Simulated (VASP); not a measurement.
# Ti3Al (Pm) in VASP: further runs

The runs below take Ti3Al through single point, with PBE.

Everything below comes from runs of VASP 6.6.1. Logs are shortened: lines on timing, memory, paths and dates and some standing lists are left out, and cuts for length are marked.

**1. The cell of the first run**

It takes space group Pm (No. 6, monoclinic). The conventional cell has a = 2.930 Å, b = 9.232 Å, c = 2.930 Å, α = 90.00°, β = 120.00°, γ = 90.00°. Ti (site symmetry m) has 14 Ti at 2.73 to 3.66 Å within 3.7 Å. Within 3.7 Å of Ti (site symmetry 1) lie 10 Ti at 2.73 to 3.66 Å and 3 Al at 2.79 to 2.91 Å. Within 3.7 Å of Al (site symmetry m) lie 6 Ti at 2.79 to 2.91 Å and 6 Al at 2.93 Å.

**2. Single point, PBE (atoms displaced along several vibrational modes)**

Contents of INCAR:

```
SYSTEM = Ti3Al
PREC     = Accurate       ! precision mode
ENCUT    = 520            ! plane-wave cutoff, eV
EDIFF    = 1E-6           ! SCF threshold, eV
ISMEAR   = 0              ! smearing method
SIGMA    = 0.15           ! smearing width, eV
LREAL    = .FALSE.        ! projectors in reciprocal space
LASPH    = .TRUE.         ! aspherical terms in the spheres
NELM     = 100            ! most SCF steps
ALGO     = Fast           ! electronic algorithm
ISIF     = 2              ! what is computed and relaxed
LWAVE    = .FALSE.        ! write WAVECAR
LCHARG   = .FALSE.        ! write CHGCAR
GGA      = PE             ! functional
NBANDS   = 28             ! bands
```

Contents of KPOINTS:

```
regular mesh
0
G
  15 15 6
  0 0 0
```

Contents of POSCAR:

```
Ti3Al
1.0
    2.9297375378      0.0000000000      0.0000000000
   -1.4648687689      2.5372271341      0.0000000000
    0.0000000000      0.0000000000      9.2315308735
Ti Al
3 1
Direct
    0.5068991074      0.2445356073      0.0000000000
    0.3837779946      0.6947034674      0.7504575700
    0.3837779946      0.6947034674      0.2495424300
    0.7711204790      0.3913880539      0.5000000000
```

Potentials or basis: VASP PAW PBE potentials, release 64 (Ti_sv, Al).

On the command line:

```
cat potpaw_PBE.64/Ti_sv/POTCAR potpaw_PBE.64/Al/POTCAR > POTCAR
mpirun -np 1 vasp_std > vasp.out
```

OUTCAR:

```text
SYSTEM = Ti3Al
   PREC = Accurate
   ENCUT = 520
   EDIFF = 1E-6
   ISMEAR = 0
   LREAL = .FALSE.
   LASPH = .TRUE.
   NELM = 100
   ISIF = 2
   GGA = PE

 ion  position               nearest neighbor table
   1  0.507  0.245  0.000-   2 2.73   3 2.73   2 2.77   3 2.77
   2  0.384  0.695  0.750-   1 2.73   1 2.77   4 2.79   4 2.90   4 2.91
   3  0.384  0.695  0.250-   1 2.73   1 2.77   4 2.79   4 2.90   4 2.91
   4  0.771  0.391  0.500-   2 2.79   3 2.79   2 2.90   3 2.90   2 2.91   3 2.91

  LATTYP: Found a hexagonal cell.
 ALAT       =     2.9297375378
 C/A-ratio  =     3.1509753875

  Lattice vectors:

 A1 = (   2.9297375378,   0.0000000000,   0.0000000000)
 A2 = (  -1.4648687689,   2.5372271341,   0.0000000000)
 A3 = (   0.0000000000,   0.0000000000,   9.2315308735)

Analysis of symmetry for initial positions (statically):
=====================================================================
 Subroutine PRICEL returns:
 Original cell was already a primitive cell.

 Routine SETGRP: Setting up the symmetry group for a
 hexagonal supercell.

 Subroutine GETGRP returns: Found  2 space group operations
 (whereof  2 operations were pure point group operations)
 out of a pool of 24 trial point group operations.

The static configuration has the point symmetry C_1h.

Analysis of symmetry for dynamics (positions and initial velocities):
=====================================================================
 Subroutine PRICEL returns:
 Original cell was already a primitive cell.

 Routine SETGRP: Setting up the symmetry group for a
 hexagonal supercell.

 Subroutine GETGRP returns: Found  2 space group operations
 (whereof  2 operations were pure point group operations)
 out of a pool of 24 trial point group operations.

The dynamic configuration has the point symmetry C_1h.

 Subroutine INISYM returns: Found  2 space group operations
 (whereof  2 operations are pure point group operations),
 and found     1 'primitive' translations

----------------------------------------------------------------------------------------

                                     Primitive cell

  volume of cell :      68.6218

  direct lattice vectors                    reciprocal lattice vectors
     2.929737538  0.000000000  0.000000000     0.341327504  0.197065526  0.000000000
    -1.464868769  2.537227134  0.000000000     0.000000000  0.394131052  0.000000000
     0.000000000  0.000000000  9.231530874     0.000000000  0.000000000  0.108324395

  length of vectors
     2.929737538  2.929737538  9.231530874     0.394131052  0.394131052  0.108324395

  position of ions in fractional coordinates (direct lattice)
     0.506899107  0.244535607  0.000000000
     0.383777995  0.694703467  0.750457570
     0.383777995  0.694703467  0.249542430
     0.771120479  0.391388054  0.500000000

  ion indices of the primitive-cell ions
   primitive index   ion index
                 1           1
                 2           2
                 3           3
                 4           4

----------------------------------------------------------------------------------------

 KPOINTS: regular mesh

Automatic generation of k-mesh.
 Grid dimensions read from file:
 generate k-points for:   15   15    6

 Generating k-lattice:

  Cartesian coordinates                     Fractional coordinates (reciprocal lattice)
     0.022755167  0.013137702  0.000000000     0.066666667  0.000000000  0.000000000
     0.000000000  0.026275403  0.000000000     0.000000000  0.066666667  0.000000000
     0.000000000  0.000000000  0.018054066     0.000000000  0.000000000  0.166666667

  Length of vectors
     0.026275403  0.026275403  0.018054066

  Shift w.r.t. Gamma in fractional coordinates (k-lattice)
     0.000000000  0.000000000  0.000000000

 Subroutine IBZKPT returns following result:
 ===========================================

 Found    452 irreducible k-points:

 Following reciprocal coordinates:
            Coordinates               Weight
  0.000000  0.000000  0.000000      1.000000
  0.066667  0.000000  0.000000      2.000000
  0.000000  0.066667  0.000000      2.000000
 -0.066667  0.066667  0.000000      2.000000
  0.133333  0.000000  0.000000      2.000000
  0.000000  0.133333  0.000000      2.000000
[... 16 lines left out ...]
  0.066667  0.066667  0.000000      2.000000
 -0.066667  0.133333  0.000000      2.000000
 [... further k-points ...]
   k-points           NKPTS =    452   k-points in BZ     NKDIM =    452   number of bands    NBANDS=     28
   number of dos      NEDOS =    301   number of ions     NIONS =      4
   total plane-waves  NPLWV =  40320
   dimension x,y,z NGX =    24 NGY =   24 NGZ =   70
   dimension x,y,z NGXF=    48 NGYF=   48 NGZF=  140
   ions per type =               3   1
   NGX,Y,Z   is equivalent  to a cutoff of  13.62, 13.62, 12.61 a.u.
   NGXF,Y,Z  is equivalent  to a cutoff of  27.24, 27.24, 25.21 a.u.
 SYSTEM =  Ti3Al
   PREC   = accura    normal or accurate (medium, high low for compatibility)
   ISTART =      0    job   : 0-new  1-cont  2-samecut
   ICHARG =      2    charge: 1-file 2-atom 10-const
   ISPIN  =      1    spin polarized calculation?
   LNONCOLLINEAR =      F non collinear calculations
   LSORBIT =      F    spin-orbit coupling
   LASPH  =      T    aspherical Exc in radial PAW
   ENCUT  =  520.0 eV  38.22 Ry    6.18 a.u.   5.45  5.45 17.16*2*pi/ulx,y,z
   NELM   =    100;   NELMIN=  2; NELMDL= -5     # of ELM steps
   EDIFF  = 0.1E-05   stopping-criterion for ELM
   LREAL  =      F    real-space projection
   EDIFFG = 0.1E-04   stopping-criterion for IOM
   NSW    =      0    number of steps for IOM
   IBRION =     -1    ionic relax: 0-MD 1-quasi-New 2-CG
   NFREE  =      0    steps in history (QN), initial steepest desc. (CG)
   ISIF   =      2    stress and relaxation
   ISYM   =      2    0-nonsym 1-usesym 2-fastsym
   POTIM  = 0.5000    time-step for ionic-motion
   TEBEG  =    0.0;   TEEND  =   0.0 temperature during run
   PSTRESS=    0.0 pullay stress
   NELECT =      39.0000    total number of electrons
   NUPDOWN=      -1.0000    fix difference up-down
   EMIN   =  10.00;   EMAX   =-10.00  energy-range for DOS
   EFERMI =   0.00;   METHOD = LEGACY
   ISMEAR =     0;   SIGMA  =   0.15  broadening in eV -4-tet -1-fermi 0-gaus
   EFERMI_NEDOS =   21; number of points for ismear=-14 and -15
   IALGO  =     68    algorithm
   IMIX   =      4    mixing-type and parameters
     AMIX     =   0.40;   BMIX     =  1.00
     AMIX_MAG =   1.60;   BMIX_MAG =  1.00
  volume/ion in A,a.u.               =      17.16       115.77
  Fermi-wavevector in a.u.,A,eV,Ry     =   1.356050  2.562563 25.019375  1.838872
  Thomas-Fermi vector in A             =   2.483086
   LORBIT       =      0    0 simple, 1 ext, 2 COOP (PROOUT), +10 PAW based schemes
   GGA     = PE    functional components
   LHFCALC =     F    Hartree Fock is set to
   AEXX    =    0.0000 exact exchange contribution
   IVDW    =     0    specifies the selected vdW correction
   LEPSILON=     F    determine dielectric tensor
   LRPA    =     F    only Hartree local field effects (RPA)
 non-spin polarized calculation
 RMM-DIIS sequential band-by-band and
 Gauss-broadening in eV      SIGMA  =   0.15
  energy-cutoff  :      520.00
  volume of cell :       68.62
 maximum number of plane-waves:      1907
 NGX is ok and might be reduce to    24
   NGX = 11   NGY = 11   NGZ = 35

 number of electron      38.9999992 magnetization

 Free energy of the ion-electron system (eV)
  ---------------------------------------------------
  ext. energy  EPLUGINS =         0.00000000
  ---------------------------------------------------
  free energy    TOTEN  =       -27.61362209 eV

  energy without entropy =      -27.55950147  energy(sigma->0) =      -27.58656178

 E-fermi :   7.9162     XC(G=0): -11.1786

 val. band max:        7.9151756022   @ k =   0.0667   0.1333  -0.1667
 cond. band min:       7.9173926315   @ k =  -0.2000  -0.4000   0.5000
 fundamental gap:      0.0022170293
 Fermi energy:         7.9161941804

 k-point     1 :       0.0000    0.0000    0.0000
  band No.  band energies     occupation
      1     -48.7234      2.00000
      2     -48.6999      2.00000
      3     -48.5516      2.00000
      4     -25.2375      2.00000
      5     -25.0096      2.00000
      6     -24.7054      2.00000
[... 20 lines left out ...]
     27      10.4002      0.00000
     28      10.4587      0.00000

 k-point     2 :       0.0667    0.0000    0.0000
  band No.  band energies     occupation
      1     -48.7200      2.00000
      2     -48.6968      2.00000
      3     -48.5487      2.00000
      4     -25.2324      2.00000
      5     -25.0071      2.00000
      6     -24.7105      2.00000
[... 20 lines left out ...]
     27      10.5026      0.00000
     28      10.5224      0.00000

 k-point     3 :       0.0000    0.0667    0.0000
  band No.  band energies     occupation
      1     -48.7194      2.00000
      2     -48.6968      2.00000
      3     -48.5493      2.00000
      4     -25.2295      2.00000
      5     -25.0108      2.00000
      6     -24.7210      2.00000
[... 20 lines left out ...]
     27      10.4204      0.00000
     28      10.4858      0.00000

 k-point     4 :      -0.0667    0.0667    0.0000
  band No.  band energies     occupation
      1     -48.7194      2.00000
      2     -48.6968      2.00000
      3     -48.5493      2.00000
      4     -25.2295      2.00000
      5     -25.0107      2.00000
      6     -24.7206      2.00000
[... 578 lines left out ...]
     27      11.3848      0.00000
     28      11.5709      0.00000

 k-point    23 :       0.0667    0.0667    0.0000
  band No.  band energies     occupation
      1     -48.7128      2.00000
      2     -48.6907      2.00000
      3     -48.5438      2.00000
      4     -25.2196      2.00000
      5     -25.0066      2.00000
      6     -24.7409      2.00000
[... 20 lines left out ...]
     27      10.4546      0.00000
     28      10.5030      0.00000

 k-point    24 :      -0.0667    0.1333    0.0000
  band No.  band energies     occupation
      1     -48.7111      2.00000
      2     -48.6907      2.00000
      3     -48.5454      2.00000
      4     -25.2116      2.00000
      5     -25.0179      2.00000
      6     -24.7576      2.00000
[... 20 lines left out ...]
     27      10.4255      0.00000
     28      10.5466      0.00000

 [... further k-points ...]

------------------------ aborting loop because EDIFF is reached ----------------------------------------

  FORCE on cell =-STRESS in cart. coord.  units (eV):
  Direction    XX          YY          ZZ          XY          YZ          ZX
  --------------------------------------------------------------------------------------
  -------------------------------------------------------------------------------------
  Total       -0.6986017     -0.1784961      0.4133011     -0.3343870      0.0000000      0.0000000
  in kB      -16.3109201     -4.1675194      9.6497342     -7.8072513      0.0000000      0.0000000
  external PRESSURE =      -3.6095684 kB  Pullay stress =       0.0000000 kB

 VOLUME and BASIS-vectors are now :
 -----------------------------------------------------------------------------
  energy-cutoff  :      520.00
  volume of cell :       68.62
      direct lattice vectors                 reciprocal lattice vectors
     2.929737538  0.000000000  0.000000000     0.341327504  0.197065526  0.000000000
    -1.464868769  2.537227134  0.000000000     0.000000000  0.394131052  0.000000000
     0.000000000  0.000000000  9.231530874     0.000000000  0.000000000  0.108324395

 POSITION                                       TOTAL-FORCE (eV/Angst)
 -----------------------------------------------------------------------------------
      1.12687      0.62044      0.00000         0.347706      0.273698      0.000000
      0.10672      1.76262      6.92787        -0.037520     -0.053668     -0.064039
      0.10672      1.76262      2.30366        -0.037520     -0.053668      0.064039
      1.68585      0.99304      4.61577        -0.272665     -0.166362      0.000000
 -----------------------------------------------------------------------------------
    total drift:                               -0.000230     -0.000108     -0.000000

  FREE ENERGIE OF THE ION-ELECTRON SYSTEM (eV)
  ---------------------------------------------------
  free  energy   TOTEN  =       -27.6136220874 eV

  energy  without entropy=      -27.5595014711  energy(sigma->0) =      -27.58656178
```

Run time: 19 min. Hardware: 1 thread of Intel Xeon 6975P-C (Granite Rapids), shared host; peak memory 0.75 GiB.

What came out:

| Item | Value |
| --- | --- |
| Free energy | -27.6136 eV |
| Pressure | -0.4 GPa |
| Largest force | 0.443 eV/Å |
| Band gap on the k mesh | zero (an odd number of electrons rules out a gap without spin polarisation) |

Forces in eV/Å, atoms in the order of the input:
```
Ti   0.348  0.274  0.000
Ti  -0.038 -0.054 -0.064
Ti  -0.038 -0.054  0.064
Al  -0.273 -0.166  0.000
```

Levels at points of the mesh, in eV from the Fermi level:
| k point | band 17 | band 18 | band 19 | band 20 | band 21 | band 22 | band 23 | band 24 |
| --- | --- | --- | --- | --- | --- | --- | --- | --- |
| (0.00, 0.00, 0.00) | -0.72 | 0.36 | 0.56 | 0.87 | 1.09 | 1.12 | 1.24 | 1.51 |
| (0.00, 0.00, 0.50) | -0.96 | 0.38 | 0.50 | 0.88 | 1.08 | 1.11 | 1.32 | 1.52 |

Caveat: the cell differs from its parent crystal (atoms displaced along several vibrational modes).

**3. Single point, PBE (atoms displaced along several vibrational modes)**

Contents of INCAR:

```
  PREC = Accurate
  ENCUT = 520
  EDIFF = 1E-7
  ISMEAR = 0
  SIGMA = 0.15
  LREAL = False
  LASPH = True
  NELM = 100
  ALGO = Fast
  ISIF = 2
  LWAVE = False
  LCHARG = False
  GGA = PE
  NBANDS = 28
```

Contents of KPOINTS:

```
regular mesh
0
Gamma
  15 15 6
```

Contents of POSCAR:

```
Ti3Al
1.0
    2.9297375378      0.0000000000      0.0000000000
   -1.4648687689      2.5372271341      0.0000000000
    0.0000000000      0.0000000000      9.2315308735
Ti Al
3 1
Direct
    0.6119748649      0.3777519029      0.0000000000
    0.3506016037      0.6526420442      0.7504575700
    0.3506016037      0.6526420442      0.2495424300
    0.7024234074      0.3042930892      0.5000000000
```

Potentials or basis: VASP PAW PBE potentials, release 64 (Ti_sv, Al).

On the command line:

```
cat potpaw_PBE.64/Ti_sv/POTCAR potpaw_PBE.64/Al/POTCAR > POTCAR
mpirun -np 1 vasp_std > vasp.out
```

It took 26 min on 1 thread of Intel Xeon 6975P-C (Granite Rapids), shared host; peak memory 0.76 GiB.

The run converged. Its results:

| Item | Value |
| --- | --- |
| Free energy | -27.6976 eV |
| Pressure | -0.3 GPa |
| Largest force | 0.560 eV/Å |
| Band gap on the k mesh | zero (an odd number of electrons rules out a gap without spin polarisation) |

Forces in eV/Å, atoms in the order of the input:
```
Ti   0.493 -0.265  0.000
Ti  -0.186  0.105 -0.015
Ti  -0.186  0.105  0.015
Al  -0.122  0.055  0.000
```

Stress tensor (GPa, compression positive):
```
 0.24 -1.53  0.00
-1.53 -1.39  0.00
 0.00  0.00  0.15
```

Levels at points of the mesh, in eV from the Fermi level:
```
           k point  band 17  band 18  band 19  band 20  band 21  band 22  band 23  band 24
(0.00, 0.00, 0.00)    -0.75     0.49     0.51     0.91     0.92     0.92     1.08     1.16
(0.00, 0.00, 0.50)    -0.95     0.43     0.53     0.91     0.92     0.95     1.07     1.17
```

Caveat: the cell differs from its parent crystal (atoms displaced along several vibrational modes).
